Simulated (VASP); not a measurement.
Write the native input for VASP 6.6.1 that does the following.

```
Task                   : single point
Functional             : r2SCAN
Potentials or basis    : VASP PAW PBE potentials, release 64 (Sc_sv, Al)
Cutoff                 : 520 eV
k mesh                 : 12 × 12 × 12
Occupations            : gaussian, width 0.15 eV
Spin                   : no spin polarisation
Dipole correction      : no
Further INCAR settings : ALGO = Normal; EDIFF = 1e-06; NBANDS = 26
```

ScAl2:

```
CELL_PARAMETERS angstrom
0.00000 3.77765 3.77765
3.77765 0.00000 3.77765
3.77765 3.77765 0.00000
ATOMIC_POSITIONS crystal
Sc 0.50000 0.50000 0.50000
Sc 0.75000 0.75000 0.75000
Al 0.12500 0.12500 0.12500
Al 0.62500 0.12500 0.12500
Al 0.12500 0.62500 0.12500
Al 0.12500 0.12500 0.62500
```

One way to write it, as run:

POSCAR

```
ScAl2
1.0
    0.0000000000      3.7776526849      3.7776526849
    3.7776526849      0.0000000000      3.7776526849
    3.7776526849      3.7776526849      0.0000000000
Sc Al
2 4
Direct
    0.5000000000      0.5000000000      0.5000000000
    0.7500000000      0.7500000000      0.7500000000
    0.1250000000      0.1250000000      0.1250000000
    0.6250000000      0.1250000000      0.1250000000
    0.1250000000      0.6250000000      0.1250000000
    0.1250000000      0.1250000000      0.6250000000
```

INCAR.step1

```
PREC = Accurate ; ENCUT = 520
ISMEAR = 0 ; SIGMA = 0.15
LREAL = F ; LASPH = T
NELM = 80 ; NBANDS = 26
GGA = PE ; ALGO = Normal
EDIFF = 1E-4 ; LWAVE = T
LCHARG = F
```

INCAR.step2

```
PREC = Accurate ; ENCUT = 520
EDIFF = 1E-6 ; ISMEAR = 0
SIGMA = 0.15 ; LREAL = F
LASPH = T ; NELM = 80
ALGO = Normal ; ISIF = 2
LWAVE = F ; LCHARG = F
METAGGA = R2SCAN ; LMIXTAU = T
NBANDS = 26 ; ISTART = 1
```

KPOINTS

```
Automatic mesh
0
Gamma
  12 12 12
```

Potentials or basis: VASP PAW PBE potentials, release 64 (Sc_sv, Al).

Command:

```bash
$ cat potpaw_PBE.64/Sc_sv/POTCAR potpaw_PBE.64/Al/POTCAR > POTCAR
$ cp INCAR.step1 INCAR
$ mpirun -np 1 vasp_std > vasp.out
$ cp INCAR.step2 INCAR
$ mpirun -np 1 vasp_std > vasp.out
```

It gave:

- Pressure: 0.1 GPa
- Band gap on the k mesh: zero (bands 17 and 18 overlap by 2.60 eV)

Caveat: the PAW data sets were made with another functional, which shifts forces and pressure a little.

Run time: 6 min on 1 thread of Intel(R) Xeon(R) 6975P-C (Granite Rapids), on a shared host, peak memory 0.37 GiB.
